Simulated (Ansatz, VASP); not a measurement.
**One calculation of HfN, two programs**

File INCAR:

```
PREC = Accurate
ENCUT = 520
EDIFF = 1E-6
ISMEAR = 0
SIGMA = 0.1
LREAL = False
LASPH = True
NELM = 60
ALGO = Normal
ISIF = 2
LWAVE = False
LCHARG = False
GGA = PS
NBANDS = 14
```

The input KPOINTS:

```
regular mesh
0
Gamma
  16 16 16
```

Contents of POSCAR:

```
HfN
1.0
    0.0000000000      2.3235292864      2.3235292864
    2.3235292864      0.0000000000      2.3235292864
    2.3235292864      2.3235292864      0.0000000000
Hf N
1 1
Direct
    0.0000000000      0.0000000000      0.0000000000
    0.5000000000      0.5000000000      0.5000000000
```

Input for Ansatz:

```yaml
crystal:
  lattice:
    - [0.0, 2.3235292864, 2.3235292864]
    - [2.3235292864, 0.0, 2.3235292864]
    - [2.3235292864, 2.3235292864, 0.0]
  atoms:
    - { symbol: Hf, position: [0.0, 0.0, 0.0] }
    - { symbol: "N", position: [0.5, 0.5, 0.5] }
basis:
  ecutwfc: 420
kpoints:
  mp_grid: { grid: [16, 16, 16] }
hamiltonian:
  xc: pbesol
scf:
  occupations: { method: gaussian, width: 0.1 }
output:
  forces: true
  stress: true
  eigenvalues: true
```

Alike in both runs: task single point; functional PBEsol; k mesh 16 × 16 × 16; occupations gaussian, width 0.1 eV; no spin polarisation.

|  | VASP | Ansatz |
| --- | --- | --- |
| version | VASP 6.6.1 | Ansatz 0.2.0 |
| potentials or method | VASP PAW PBE potentials, release 64 (Hf_pv, N), cutoff 520 eV | scalar-relativistic, plane waves, PAW |
| valence electrons in the cell | 15 | 31 |

```tsv
	VASP	Ansatz	Ansatz less VASP
gap on the k mesh at the Fermi level (eV)	none	none	-
pressure (GPa)	-24.1	-22.1	+1.94
```

VASP's potentials were made for PBE, not for PBEsol. A gap of «none» marks a metal or a gap that the smearing closes. VASP's potentials hold 15 valence electrons a cell and Ansatz's 31, so a difference there can come from the potentials and not from the codes.

Neither program's run includes spin-orbit coupling.
